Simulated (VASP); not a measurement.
Pt:

```
CELL_PARAMETERS angstrom
0.00000 1.96090 1.96090
1.96090 0.00000 1.96090
1.96090 1.96090 0.00000
ATOMIC_POSITIONS crystal
Pt 0.00000 0.00000 0.00000
```

| Property | Result |
| --- | --- |
| Program | VASP 6.6.1 |
| Task | relaxation of cell and atoms |
| Functional | r2SCAN |
| Potentials or basis | VASP PAW PBE potentials, release 64 (Pt) |
| Cutoff | 600 eV |
| k mesh | 10 × 10 × 10 |
| Occupations | fermi-dirac, width 0.1 eV |
| Spin | no spin polarisation |

At the start: pressure 5.4 GPa; volume 15.08 Å³/atom.

Task: Where does the relaxation end?

Result: Over 3 steps the energy falls by 4.7 meV/atom and the volume is 15.37 Å³/atom (+1.9 %); space group Fm-3m (No. 225, to 0.05 Å).

Step by step:
```csv
step,energy change (eV),largest force (eV/Å),pressure (GPa),volume (Å³)
1,0.0000,0.0000,5.38,15.08
2,0.0301,0.0000,-12.38,16.21
3,-0.0047,0.0000,-0.09,15.37
```

Final structure:
```xyz
1
Lattice="0.0000 1.9735 1.9735 1.9735 0.0000 1.9735 1.9735 1.9735 0.0000" Properties=species:S:1:pos:R:3 pbc="T T T"
Pt    0.0000    0.0000    0.0000
```

Caveat: the PAW data sets were made with another functional, which shifts forces and pressure a little.
